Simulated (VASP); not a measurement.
# Cd2S: single point with PBE

Cd2S:

```
CELL_PARAMETERS angstrom
3.96134 0.00000 0.00000
-1.98067 3.43062 0.00000
0.00000 0.00000 5.80738
ATOMIC_POSITIONS crystal
Cd 0.66667 0.33333 0.57713
Cd 0.33333 0.66667 0.93376
S 0.33333 0.66667 0.36627
```

```yaml
Program: VASP 6.6.1
Task: single point
Functional: PBE
Potentials_or_basis: VASP PAW PBE potentials, release 64 (Cd, S)
Cutoff: 520 eV
k_mesh: 12 × 12 × 6
Occupations: gaussian, width 0.01 eV
Spin: no spin polarisation
Dipole_correction: no
Further_INCAR_settings: ALGO = Normal; EDIFF = 1e-06; NBANDS = 22
```

```
Pressure               : 0.3 GPa
Largest force          : 0.024 eV/Å
Band gap on the k mesh : 0.12 eV (least direct gap 0.37 eV)
```

Forces in eV/Å, atoms in the order of the input:
```
Cd   0.000  0.000  0.024
Cd   0.000  0.000 -0.022
S    0.000  0.000 -0.002
```

Stress tensor (GPa, compression positive):
```
0.22 0.00 0.00
0.00 0.22 0.00
0.00 0.00 0.35
```

Levels at points of the mesh, in eV from the valence-band top:
```csv
k point,band 12,band 13,band 14,band 15,band 16,band 17,band 18,band 19
"(0.00, 0.00, 0.00)",-4.59,-3.83,-0.89,-0.89,3.05,4.91,6.67,6.67
"(0.50, 0.00, 0.00)",-4.62,-3.15,-1.76,-1.37,0.44,3.02,4.57,5.69
"(0.00, 0.00, 0.50)",-6.06,-0.81,-0.81,-0.34,1.01,4.60,6.26,6.26
"(0.50, 0.00, 0.50)",-4.22,-3.87,-1.56,-1.09,1.44,3.23,4.36,5.55
```

Run time: 4.3 min on 1 thread of Intel Xeon 8259CL, with other jobs on the host, peak memory 0.3 GiB.

A k mesh can miss the band edges.
